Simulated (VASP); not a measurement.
Set up this calculation in VASP 6.6.1, as the native input.

```
Task                   : relaxation of shape and atoms at fixed volume
Functional             : PBE
Dispersion             : D3(BJ)
Potentials or basis    : VASP PAW PBE potentials, release 64 (Mo_sv, S)
Cutoff                 : 600 eV
k mesh                 : 18 × 18 × 8
Occupations            : gaussian, width 0.1 eV
Spin                   : no spin polarisation
Dipole correction      : no
Further INCAR settings : ALGO = Fast; EDIFF = 1e-06; IBRION = 2; EDIFFG = -0.01; NSW = 50; ISIF = 4
```

The structure of MoS2 lies in POSCAR:

```
MoS2
1.0
    3.1315938306      0.0000000000      0.0000000000
   -1.5657969153      2.7120398116      0.0000000000
    0.0000000000      0.0000000000      5.6097132316
Mo S
1 2
Direct
    0.0000000000      0.0000000000      0.5000000000
    0.3333333333      0.6666666667      0.2227865770
    0.6666666667      0.3333333333      0.7772134230
```

These files were run (other wordings do the same):

INCAR

```
  PREC = Accurate
  ENCUT = 600
  EDIFF = 1E-6
  ISMEAR = 0
  SIGMA = 0.1
  LREAL = False
  LASPH = True
  NELM = 80
  ALGO = Fast
  ISIF = 4
  LWAVE = False
  LCHARG = False
  GGA = PE
  IVDW = 12
  IBRION = 2
  NSW = 50
  EDIFFG = -0.01
```

KPOINTS

```
regular mesh
0
Gamma
  18 18 8
```

Potentials or basis: VASP PAW PBE potentials, release 64 (Mo_sv, S).

Run with:

```sh
$ cat potpaw_PBE.64/Mo_sv/POTCAR potpaw_PBE.64/S/POTCAR > POTCAR
$ mpirun -np 1 vasp_std > vasp.out
```

Results of the run:

```yaml
Energy_gained_by_relaxing: 4.6 meV/atom
Ionic_steps: 5
Pressure_after_relaxing: 3.9 GPa
Largest_force_after_relaxing: 0.010 eV/Å
Band_gap_on_the_k_mesh: zero (bands 13 and 14 overlap by 1.39 eV)
Dispersion_energy_per_atom: -0.481 eV
```

Wall time 11 min on 1 thread of Oxide Virtual Turin-like Processor, with other jobs on the host, peak memory 0.37 GiB.
